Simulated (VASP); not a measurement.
# MgO (P6_3mc) in VASP: notebook, part 2 of 3

VASP 6.6.1.

### Step 3. Single point, PBE

This run uses another cell than the first one, of 12.32 Å³/atom, 0.866 times its volume.

Contents of INCAR:

```
SYSTEM = MgO
  PREC = Accurate
  ENCUT = 520
  EDIFF = 1E-7
  ISMEAR = 0
  SIGMA = 0.05
  LREAL = .False.
  LASPH = .True.
  NELM = 100
  ALGO = Normal
  ISIF = 2
  LWAVE = .False.
  LCHARG = .True.
  GGA = PE
  LELF = .True.
  LVHAR = .True.
  NBANDS = 26
```

Contents of KPOINTS:

```
regular mesh
0
Gamma
  9 9 2
  0 0 0
```

Contents of POSCAR:

```
MgO
1.0
    3.3352000000      0.0000000000      0.0000000000
   -1.6676000000      2.8883679267      0.0000000000
    0.0000000000      0.0000000000     10.2335000000
Mg O
4 4
Direct
    0.3333333333      0.6666666667      0.9694906392
    0.0000000000      0.0000000000      0.2208211786
    0.0000000000      0.0000000000      0.7208211786
    0.6666666667      0.3333333333      0.4694906392
    0.3333333333      0.6666666667      0.7800420079
    0.0000000000      0.0000000000      0.5296443544
    0.0000000000      0.0000000000      0.0296443544
    0.6666666667      0.3333333333      0.2800420079
```

Potentials or basis: VASP PAW PBE potentials, release 64 (Mg, O).

Started as:

```console
> cat potpaw_PBE.64/Mg/POTCAR potpaw_PBE.64/O/POTCAR > POTCAR
> mpirun -np 1 vasp_std > vasp.out
```

OUTCAR:

```text
SYSTEM = MgO
   PREC = Accurate
   ENCUT = 520
   EDIFF = 1E-7
   ISMEAR = 0
   LREAL = .False.
   LASPH = .True.
   NELM = 100
   ISIF = 2
   GGA = PE

 ion  position               nearest neighbor table
   1  0.333  0.667  0.969-   5 1.94   7 2.02   7 2.02   7 2.02   3 3.19   3 3.19   3 3.19   2 3.21
                             2 3.21   2 3.21
   2  0.000  0.000  0.221-   7 1.96   8 2.02   8 2.02   8 2.02   4 3.19   4 3.19   4 3.19   1 3.21
                             1 3.21   1 3.21
   3  0.000  0.000  0.721-   6 1.96   5 2.02   5 2.02   5 2.02   1 3.19   1 3.19   1 3.19   4 3.21
                             4 3.21   4 3.21
   4  0.667  0.333  0.469-   8 1.94   6 2.02   6 2.02   6 2.02   2 3.19   2 3.19   2 3.19   3 3.21
                             3 3.21   3 3.21
   5  0.333  0.667  0.780-   1 1.94   3 2.02   3 2.02   3 2.02
   6  0.000  0.000  0.530-   3 1.96   4 2.02   4 2.02   4 2.02
   7  0.000  0.000  0.030-   2 1.96   1 2.02   1 2.02   1 2.02
   8  0.667  0.333  0.280-   4 1.94   2 2.02   2 2.02   2 2.02

  LATTYP: Found a hexagonal cell.
 ALAT       =     3.3352000000
 C/A-ratio  =     3.0683317342

  Lattice vectors:

 A1 = (   3.3352000000,   0.0000000000,   0.0000000000)
 A2 = (  -1.6676000000,   2.8883679267,   0.0000000000)
 A3 = (   0.0000000000,   0.0000000000,  10.2335000000)

Analysis of symmetry for initial positions (statically):
=====================================================================
 Subroutine PRICEL returns:
 Original cell was already a primitive cell.

 Routine SETGRP: Setting up the symmetry group for a
 hexagonal supercell.

 Subroutine GETGRP returns: Found 12 space group operations
 (whereof  6 operations were pure point group operations)
 out of a pool of 24 trial point group operations.

The static configuration has the point symmetry C_3v.
 The point group associated with its full space group is C_6v.

Analysis of symmetry for dynamics (positions and initial velocities):
[... 146 lines left out ...]
  Thomas-Fermi vector in A             =   2.261777
   LORBIT       =      0    0 simple, 1 ext, 2 COOP (PROOUT), +10 PAW based schemes
   GGA     = PE    functional components
   LHFCALC =     F    Hartree Fock is set to
   AEXX    =    0.0000 exact exchange contribution
   IVDW    =     0    specifies the selected vdW correction
   LEPSILON=     F    determine dielectric tensor
   LRPA    =     F    only Hartree local field effects (RPA)
 non-spin polarized calculation
 Gauss-broadening in eV      SIGMA  =   0.05
  energy-cutoff  :      520.00
  volume of cell :       98.58
 maximum number of plane-waves:      2690
 NGX is ok and might be reduce to    28
   NGX = 13   NGY = 13   NGZ = 39

 number of electron      32.0000002 magnetization

 Free energy of the ion-electron system (eV)
  ---------------------------------------------------
  ext. energy  EPLUGINS =         0.00000000
  ---------------------------------------------------
  free energy    TOTEN  =       -46.83207321 eV

  energy without entropy =      -46.83207321  energy(sigma->0) =      -46.83207321

 E-fermi :   1.0420     XC(G=0):  -9.5604

 val. band max:        0.7641124013   @ k =   0.0000   0.0000   0.0000
 cond. band min:       4.0832030056   @ k =   0.0000   0.0000   0.0000
 fundamental gap:      3.3190906042
 Fermi energy:         1.0420331597

 k-point     1 :       0.0000    0.0000    0.0000
  band No.  band energies     occupation
      1     -15.2045      2.00000
      2     -14.8768      2.00000
      3     -14.8491      2.00000
      4     -14.4947      2.00000
      5      -2.2353      2.00000
      6      -1.1260      2.00000
[... 685 lines left out ...]
     25      13.3936      0.00000
     26      13.3970      0.00000

------------------------ aborting loop because EDIFF is reached ----------------------------------------

  FORCE on cell =-STRESS in cart. coord.  units (eV):
  Direction    XX          YY          ZZ          XY          YZ          ZX
  --------------------------------------------------------------------------------------
  -------------------------------------------------------------------------------------
  Total       -2.5676266     -2.5676266      3.3942535      0.0000000     -0.0000000      0.0000000
  in kB      -41.7295653    -41.7295653     55.1640659      0.0000000     -0.0000000      0.0000000
  external PRESSURE =      -9.4316882 kB  Pullay stress =       0.0000000 kB

 VOLUME and BASIS-vectors are now :
 -----------------------------------------------------------------------------
  energy-cutoff  :      520.00
  volume of cell :       98.58
      direct lattice vectors                 reciprocal lattice vectors
     3.335200000  0.000000000  0.000000000     0.299832094  0.173108140  0.000000000
    -1.667600000  2.888367927  0.000000000     0.000000000  0.346216280  0.000000000
     0.000000000  0.000000000 10.233500000     0.000000000  0.000000000  0.097718278

 POSITION                                       TOTAL-FORCE (eV/Angst)
 -----------------------------------------------------------------------------------
     -0.00000      1.92558      9.92128        -0.000000      0.000000      0.395801
      0.00000      0.00000      2.25977        -0.000000      0.000000      0.426898
      0.00000      0.00000      7.37652        -0.000000     -0.000000      0.426898
      1.66760      0.96279      4.80453         0.000000     -0.000000      0.395801
     -0.00000      1.92558      7.98256         0.000000      0.000000     -0.422362
      0.00000      0.00000      5.42012        -0.000000     -0.000000     -0.400337
      0.00000      0.00000      0.30337         0.000000     -0.000000     -0.400337
      1.66760      0.96279      2.86581        -0.000000     -0.000000     -0.422362
 -----------------------------------------------------------------------------------
    total drift:                               -0.000000     -0.000000      0.004541

  FREE ENERGIE OF THE ION-ELECTRON SYSTEM (eV)
  ---------------------------------------------------
  free  energy   TOTEN  =       -46.8320732094 eV

  energy  without entropy=      -46.8320732094  energy(sigma->0) =      -46.83207321
```

stdout:

```text
POSCAR found type information on POSCAR MgO
 POSCAR found :  2 types and       8 ions
 scaLAPACK will be used
 LDA part: xc-table for (Slater+PW92), standard interpolation
 POSCAR, INCAR and KPOINTS ok, starting setup
 FFT: planning ... GRIDC
 FFT: planning ... GRID_SOFT
 FFT: planning ... GRID
 WAVECAR not read
 entering main loop
```

Run time: 60 s. Hardware: 1 thread of Intel Xeon Platinum 8124M at 3.00GHz (Skylake/Cascade Lake), shared host; peak memory 0.25 GiB.

What came out:

```yaml
Free_energy: -46.8321 eV
Pressure: -0.9 GPa
Largest_force: 0.427 eV/Å
Band_gap_on_the_k_mesh: 3.32 eV, direct
```

Forces in eV/Å, atoms in the order of the input:
```
Mg   0.000  0.000  0.396
Mg   0.000  0.000  0.427
Mg   0.000  0.000  0.427
Mg   0.000  0.000  0.396
O    0.000  0.000 -0.422
O    0.000  0.000 -0.400
O    0.000  0.000 -0.400
O    0.000  0.000 -0.422
```

Stress tensor (GPa, compression positive):
```
-4.17  0.00  0.00
 0.00 -4.17  0.00
 0.00  0.00  5.52
```

### Step 4. Single point, PBE

This run uses another cell than the first one, of 12.25 Å³/atom, 0.861 times its volume.

Contents of INCAR:

```
SYSTEM = MgO
PREC     = Accurate       ! precision mode
ENCUT    = 520            ! plane-wave cutoff, eV
EDIFF    = 1E-6           ! SCF threshold, eV
ISMEAR   = 0              ! smearing method
SIGMA    = 0.05           ! smearing width, eV
LREAL    = .False.        ! projectors in reciprocal space
LASPH    = .True.         ! aspherical terms in the spheres
NELM     = 60             ! most SCF steps
ALGO     = Normal         ! electronic algorithm
ISIF     = 2              ! what is computed and relaxed
LWAVE    = .False.        ! write WAVECAR
LCHARG   = .False.        ! write CHGCAR
GGA      = PE             ! functional
NBANDS   = 26             ! bands
```

KPOINTS is that of step 3.

POSCAR: that of step 3 with these lines changed.

```diff
@@ -2,5 +2,5 @@
 1.0
-    3.3352000000      0.0000000000      0.0000000000
-   -1.6676000000      2.8883679267      0.0000000000
-    0.0000000000      0.0000000000     10.2335000000
+    3.2805263433      0.0000000000      0.0000000000
+   -1.6402631717      2.8410191511      0.0000000000
+    0.0000000000      0.0000000000     10.5138967343
 Mg O
```

Started as:

```console
> cat potpaw_PBE.64/Mg/POTCAR potpaw_PBE.64/O/POTCAR > POTCAR
> mpirun -np 1 vasp_std > vasp.out
```

Wall time 49 s (1 thread of Intel Xeon Platinum 8124M at 3.00GHz (Skylake/Cascade Lake), shared host); peak memory 0.22 GiB.

Results (log left out):

- Free energy: -46.9205 eV
- Pressure: -0.4 GPa
- Band gap on the k mesh: 3.44 eV, direct

Forces on the atoms (eV/Å):
```
Mg   0.000  0.000 -0.002
Mg   0.000  0.000 -0.002
Mg   0.000  0.000 -0.002
Mg   0.000  0.000 -0.002
O    0.000  0.000  0.001
O    0.000  0.000  0.003
O    0.000  0.000  0.003
O    0.000  0.000  0.001
```

Levels at points of the mesh, in eV from the valence-band top:
```
           k point  band 12  band 13  band 14  band 15  band 16  band 17  band 18  band 19  band 20  band 21
(0.00, 0.00, 0.00)    -0.21    -0.21    -0.11    -0.11     0.00     3.44     5.75     5.87     8.47     9.66
(0.00, 0.00, 0.50)    -0.30    -0.14    -0.14    -0.14    -0.14     4.27     4.27     7.37     7.37    10.88
```

A hybrid or GW would open this gap; PBE tends to underestimate it.

### Step 5. Single point, PBE

This run uses another cell than the first one, of 12.42 Å³/atom, 0.873 times its volume.

Contents of INCAR:

```
SYSTEM = MgO
PREC = Accurate ; ENCUT = 520
EDIFF = 1E-6 ; ISMEAR = 0
SIGMA = 0.05 ; LREAL = .False.
LASPH = .True. ; NELM = 100
ALGO = Normal ; ISIF = 2
LWAVE = .False. ; LCHARG = .False.
GGA = PE ; NBANDS = 26
```

KPOINTS is that of step 4.

POSCAR: that of step 4 with these lines changed.

```diff
@@ -2,5 +2,5 @@
 1.0
-    3.2805263433      0.0000000000      0.0000000000
-   -1.6402631717      2.8410191511      0.0000000000
-    0.0000000000      0.0000000000     10.5138967343
+    3.4446000000      0.0000000000      0.0000000000
+   -1.7223000000      2.9831111059      0.0000000000
+    0.0000000000      0.0000000000      9.6728000000
 Mg O
```

Started as:

```console
> cat potpaw_PBE.64/Mg/POTCAR potpaw_PBE.64/O/POTCAR > POTCAR
> mpirun -np 1 vasp_std > vasp.out
```

It took 60 s on 1 thread of Intel Xeon Platinum 8124M at 3.00GHz (Skylake/Cascade Lake), shared host; peak memory 0.24 GiB.

The run converged. Its results:

| Quantity | Value |
| --- | --- |
| Free energy | -46.0927 eV |
| Pressure | 0.5 GPa |
| Largest force | 1.726 eV/Å |
| Band gap on the k mesh | 3.08 eV, direct |

Forces on the atoms (eV/Å):
```
Mg   0.000  0.000  1.635
Mg   0.000  0.000  1.726
Mg   0.000  0.000  1.726
Mg   0.000  0.000  1.635
O    0.000  0.000 -1.717
O    0.000  0.000 -1.645
O    0.000  0.000 -1.645
O    0.000  0.000 -1.717
```

Stress tensor (GPa, compression positive):
```
-9.87  0.00  0.00
 0.00 -9.87  0.00
 0.00  0.00 21.35
```

Levels at points of the mesh, in eV from the valence-band top:
| k point | band 14 | band 15 | band 16 | band 17 | band 18 | band 19 |
| --- | --- | --- | --- | --- | --- | --- |
| (0.00, 0.00, 0.00) | -0.39 | -0.39 | 0.00 | 3.08 | 5.39 | 5.62 |
| (0.00, 0.00, 0.50) | -0.45 | -0.45 | -0.45 | 3.95 | 3.95 | 7.04 |

Caveat: forces of over 1 eV/Å act on the atoms, so gaps and moduli don't describe the material at rest.

[end of part 2 of 3]
